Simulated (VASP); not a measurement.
# BiTe (P1) in VASP: single point with PBEsol

Aim: the single point of BiTe with PBEsol.

All numbers are computed with VASP 6.6.1; they aren't measurements. Logs are shortened: lines on timing, memory, paths and dates and some standing lists are left out, and cuts for length are marked.

**1. The cell of the first run**

The typed cell holds 2 atoms: a = 4.829 Å, b = 4.778 Å, c = 4.768 Å, α = 58.36°, β = 60.04°, γ = 57.67°.

**2. Single point, PBEsol (atoms moved at random and the cell strained at random)**

INCAR reads:

```
SYSTEM = BiTe
  PREC = Accurate
  ENCUT = 520
  EDIFF = 1E-7
  ISMEAR = 0
  SIGMA = 0.1
  LREAL = .False.
  LASPH = .True.
  NELM = 100
  ALGO = Normal
  ISIF = 2
  LWAVE = .False.
  LCHARG = .False.
  GGA = PS
  NBANDS = 18
```

KPOINTS reads:

```
regular mesh
0
Gamma
  10 10 10
  0 0 0
```

POSCAR reads:

```
BiTe
1.0
    0.0386906000      3.3512982500      3.4771074000
    3.3489043500      0.1093430000      3.4064550000
    3.4049992500      3.3367407500      0.0532481000
Bi Te
1 1
Direct
    0.0246136012     -0.0268145286     -0.0191823802
    0.4753863988      0.5268145286      0.5191823802
```

Potentials or basis: VASP PAW PBE potentials, release 64 (Bi_d, Te).

Command:

```sh
$ cat potpaw_PBE.64/Bi_d/POTCAR potpaw_PBE.64/Te/POTCAR > POTCAR
$ mpirun -np 1 vasp_std > vasp.out
```

OUTCAR:

```text
SYSTEM = BiTe
   PREC = Accurate
   ENCUT = 520
   EDIFF = 1E-7
   ISMEAR = 0
   LREAL = .False.
   LASPH = .True.
   NELM = 100
   ISIF = 2
   GGA = PS

 ion  position               nearest neighbor table
   1  0.025  0.973  0.981-   2 3.05   2 3.28   2 3.33   2 3.42   2 3.44   2 3.67
   2  0.475  0.527  0.519-   1 3.05   1 3.28   1 3.33   1 3.42   1 3.44   1 3.67

  LATTYP: Found a triclinic cell.
 ALAT       =     4.7676717678
 B/A-ratio  =     1.4086339824
 C/A-ratio  =     1.0129443917
 COS(alpha) =     0.0159387772
 COS(beta)  =     0.4994284333
 COS(gamma) =     0.7239600851

  Lattice vectors:

 A1 = (  -3.4049992500,  -3.3367407500,  -0.0532481000)
 A2 = (  -6.7152130000,  -0.0947855000,   0.0174043000)
 A3 = (  -0.0386906000,  -3.3512982500,  -3.4771074000)

Analysis of symmetry for initial positions (statically):
=====================================================================
 Subroutine PRICEL returns:
 Original cell was already a primitive cell.

 Routine SETGRP: Setting up the symmetry group for a
 triclinic supercell.

 Subroutine GETGRP returns: Found  1 space group operations
 (whereof  1 operations were pure point group operations)
 out of a pool of  2 trial point group operations.

The static configuration has the point symmetry C_1 .

Analysis of symmetry for dynamics (positions and initial velocities):
=====================================================================
 Subroutine PRICEL returns:
 Original cell was already a primitive cell.

 Routine SETGRP: Setting up the symmetry group for a
 triclinic supercell.

 Subroutine GETGRP returns: Found  1 space group operations
 (whereof  1 operations were pure point group operations)
 out of a pool of  2 trial point group operations.

The dynamic configuration has the point symmetry C_1 .

 Subroutine INISYM returns: Found  1 space group operations
 (whereof  1 operations are pure point group operations),
 and found     1 'primitive' translations

----------------------------------------------------------------------------------------

                                     Primitive cell

  volume of cell :      75.3946

  direct lattice vectors                    reciprocal lattice vectors
     0.038690600  3.351298250  3.477107400    -0.150682394  0.151478459  0.143274406
     3.348904350  0.109343000  3.406455000     0.151519600 -0.157007159  0.149640311
     3.404999250  3.336740750  0.053248100     0.146374583  0.152699348 -0.148803105

  length of vectors
     4.829386379  4.778185001  4.767671768     0.257251750  0.264578268  0.258621294
[... 81 lines left out ...]
   EDIFF  = 0.1E-06   stopping-criterion for ELM
   LREAL  =      F    real-space projection
   EDIFFG = 0.1E-05   stopping-criterion for IOM
   NSW    =      0    number of steps for IOM
   IBRION =     -1    ionic relax: 0-MD 1-quasi-New 2-CG
   NFREE  =      0    steps in history (QN), initial steepest desc. (CG)
   ISIF   =      2    stress and relaxation
   ISYM   =      2    0-nonsym 1-usesym 2-fastsym
   POTIM  = 0.5000    time-step for ionic-motion
   TEBEG  =    0.0;   TEEND  =   0.0 temperature during run
   PSTRESS=    0.0 pullay stress
   NELECT =      21.0000    total number of electrons
   NUPDOWN=      -1.0000    fix difference up-down
   EMIN   =  10.00;   EMAX   =-10.00  energy-range for DOS
   EFERMI =   0.00;   METHOD = LEGACY
   ISMEAR =     0;   SIGMA  =   0.10  broadening in eV -4-tet -1-fermi 0-gaus
   EFERMI_NEDOS =   21; number of points for ismear=-14 and -15
   IALGO  =     38    algorithm
   IMIX   =      4    mixing-type and parameters
     AMIX     =   0.40;   BMIX     =  1.00
     AMIX_MAG =   1.60;   BMIX_MAG =  1.00
  volume/ion in A,a.u.               =      37.70       254.39
  Fermi-wavevector in a.u.,A,eV,Ry     =   1.069140  2.020382 15.552279  1.143060
  Thomas-Fermi vector in A             =   2.204810
   LORBIT       =      0    0 simple, 1 ext, 2 COOP (PROOUT), +10 PAW based schemes
   GGA     = PS    functional components
   LHFCALC =     F    Hartree Fock is set to
   AEXX    =    0.0000 exact exchange contribution
   IVDW    =     0    specifies the selected vdW correction
   LEPSILON=     F    determine dielectric tensor
   LRPA    =     F    only Hartree local field effects (RPA)
 non-spin polarized calculation
 Gauss-broadening in eV      SIGMA  =   0.10
  energy-cutoff  :      520.00
  volume of cell :       75.39
 maximum number of plane-waves:      2052
   NGX = 17   NGY = 17   NGZ = 17

 number of electron      21.0000000 magnetization

 Free energy of the ion-electron system (eV)
  ---------------------------------------------------
  ext. energy  EPLUGINS =         0.00000000
  ---------------------------------------------------
  free energy    TOTEN  =        -7.74140718 eV

  energy without entropy =       -7.73223912  energy(sigma->0) =       -7.73682315

 E-fermi :   5.3663     XC(G=0):  -9.1108

 val. band max:        5.3645854957   @ k =  -0.3000  -0.2000   0.4000
 cond. band min:       5.3666234351   @ k =   0.4000   0.5000   0.4000
 fundamental gap:      0.0020379394
 Fermi energy:         5.3662625317

 k-point     1 :       0.0000    0.0000    0.0000
  band No.  band energies     occupation
      1     -17.7878      2.00000
      2     -17.7777      2.00000
      3     -17.7584      2.00000
      4     -17.7365      2.00000
      5     -17.7341      2.00000
      6      -7.6776      2.00000
[... 481 lines left out ...]
      5     -17.7341      2.00000
      6      -6.4701      2.00000
[... 10 lines left out ...]
     17      13.3876      0.00000
     18      14.7225      0.00000

 [... further k-points ...]

------------------------ aborting loop because EDIFF is reached ----------------------------------------

  FORCE on cell =-STRESS in cart. coord.  units (eV):
  Direction    XX          YY          ZZ          XY          YZ          ZX
  --------------------------------------------------------------------------------------
  -------------------------------------------------------------------------------------
  Total       -1.7147305     -1.8623550     -2.5125970      0.1127375     -0.0621597     -0.0228910
  in kB      -36.4389937    -39.5760961    -53.3941065      2.3957355     -1.3209286     -0.4864476
  external PRESSURE =     -43.1363987 kB  Pullay stress =       0.0000000 kB

 VOLUME and BASIS-vectors are now :
 -----------------------------------------------------------------------------
  energy-cutoff  :      520.00
  volume of cell :       75.39
      direct lattice vectors                 reciprocal lattice vectors
     0.038690600  3.351298250  3.477107400    -0.150682394  0.151478459  0.143274406
     3.348904350  0.109343000  3.406455000     0.151519600 -0.157007159  0.149640311
     3.404999250  3.336740750  0.053248100     0.146374583  0.152699348 -0.148803105

 POSITION                                       TOTAL-FORCE (eV/Angst)
 -----------------------------------------------------------------------------------
      6.59974      3.46163      3.45292         0.311061      0.022193     -0.004434
      3.55046      3.38314      3.47519        -0.311061     -0.022193      0.004434
 -----------------------------------------------------------------------------------
    total drift:                                0.000652      0.000348     -0.000226

  FREE ENERGIE OF THE ION-ELECTRON SYSTEM (eV)
  ---------------------------------------------------
  free  energy   TOTEN  =        -7.7414071784 eV

  energy  without entropy=       -7.7322391203  energy(sigma->0) =       -7.73682315
```

stdout:

```text
POSCAR found type information on POSCAR BiTe
 POSCAR found :  2 types and       2 ions
 scaLAPACK will be used
 -----------------------------------------------------------------------------
|                                                                             |
|                                                                             |
|     You enforced a specific xc type in the INCAR file but a different       |
|     I HOPE YOU KNOW WHAT YOU ARE DOING!                                     |
|                                                                             |
 -----------------------------------------------------------------------------

 LDA part: xc-table for (Slater+PW92), standard interpolation
 POSCAR, INCAR and KPOINTS ok, starting setup
 FFT: planning ... GRIDC
 FFT: planning ... GRID_SOFT
 FFT: planning ... GRID
 WAVECAR not read
 entering main loop
```

Wall time 12 min (1 thread of Oxide Virtual Turin-like, shared host); peak memory 0.71 GiB.

Results:

```
Free energy   : -7.7414 eV
Pressure      : -4.3 GPa
Largest force : 0.312 eV/Å
```

Forces on the atoms (eV/Å):
```
Bi   0.311  0.022 -0.004
Te  -0.311 -0.022  0.004
```

Levels at points of the mesh, in eV from the Fermi level:
| k point | band 6 | band 7 | band 8 | band 9 | band 10 | band 11 | band 12 | band 13 | band 14 | band 15 |
| --- | --- | --- | --- | --- | --- | --- | --- | --- | --- | --- |
| (0.00, 0.00, 0.00) | -13.04 | -8.55 | -2.70 | -2.44 | -2.00 | 1.22 | 1.79 | 2.00 | 4.66 | 4.80 |
| (0.50, 0.00, 0.00) | -11.64 | -10.75 | -2.36 | -1.87 | -1.76 | -0.66 | -0.41 | -0.10 | 6.49 | 7.36 |
| (0.00, 0.50, 0.00) | -11.61 | -10.67 | -2.37 | -2.04 | -1.91 | -0.83 | -0.66 | -0.15 | 6.60 | 7.59 |
| (0.50, 0.50, 0.00) | -11.82 | -9.80 | -5.01 | -3.77 | -3.46 | 1.66 | 3.05 | 3.83 | 4.02 | 7.92 |
| (0.00, 0.00, 0.50) | -11.57 | -10.82 | -2.21 | -1.98 | -1.80 | -0.86 | -0.46 | 0.06 | 6.58 | 7.33 |
| (0.50, 0.00, 0.50) | -11.50 | -10.14 | -5.15 | -3.83 | -3.45 | 1.48 | 3.28 | 3.61 | 4.32 | 8.09 |
| (0.00, 0.50, 0.50) | -11.43 | -10.34 | -4.96 | -3.90 | -3.36 | 2.42 | 2.72 | 3.43 | 4.26 | 8.02 |
| (0.50, 0.50, 0.50) | -11.63 | -10.84 | -2.24 | -1.84 | -1.66 | -0.68 | -0.26 | 0.02 | 6.52 | 7.40 |

Caveat: the cell differs from its parent crystal (atoms moved at random and the cell strained at random); the PAW data sets were made with another functional, which shifts forces and pressure a little; spin-orbit coupling is left out, which moves the levels of the heavy elements.
